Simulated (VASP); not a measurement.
Write the native input for VASP 6.6.1 that does the following.

```yaml
Task: single point
Functional: PBEsol
Potentials_or_basis: VASP PAW PBE potentials, release 64 (Mg, O)
Cutoff: 520 eV
k_mesh: 9 × 9 × 6
Occupations: gaussian, width 0.05 eV
Spin: no spin polarisation
Dipole_correction: no
Further_INCAR_settings: ALGO = Normal; EDIFF = 1e-06; NBANDS = 16
```

The structure of MgO lies in POSCAR:

```
MgO
1.0
    3.2817469438      0.0000000000      0.0000000000
   -1.6408734719      2.8420762221      0.0000000000
    0.0000000000      0.0000000000      5.0860514134
Mg O
2 2
Direct
    0.3333333333      0.6666666667     -0.0435585739
    0.6666666667      0.3333333333      0.4564414261
    0.3333333333      0.6666666667      0.4009416620
    0.6666666667      0.3333333333      0.9009416620
```

This cell differs from its parent crystal: c/a of the conventional cell at fixed volume 1.5498.

One way to write it, as run:

INCAR

```
PREC = Accurate
ENCUT = 520
EDIFF = 1E-6
ISMEAR = 0
SIGMA = 0.05
LREAL = F
LASPH = T
NELM = 100
ALGO = Normal
ISIF = 2
LWAVE = F
LCHARG = T
GGA = PS
LELF = T
LVHAR = T
NBANDS = 16
```

KPOINTS

```
Automatic mesh
0
Gamma
  9 9 6
```

Potentials or basis: VASP PAW PBE potentials, release 64 (Mg, O).

Command:

```console
$ cat potpaw_PBE.64/Mg/POTCAR potpaw_PBE.64/O/POTCAR > POTCAR
$ mpirun -np 1 vasp_std > vasp.out
```

It gave:

```json
{
  "Pressure": "1.9 GPa",
  "Largest force": "0.683 eV/Å",
  "Band gap on the k mesh": "3.03 eV, direct"
}
```

Caveat: the PAW data sets were made with another functional, which shifts forces and pressure a little.

Run time: 18 s on 1 thread of Intel(R) Xeon(R) Platinum 8488C (Sapphire Rapids) (shared host), peak memory 0.17 GiB.
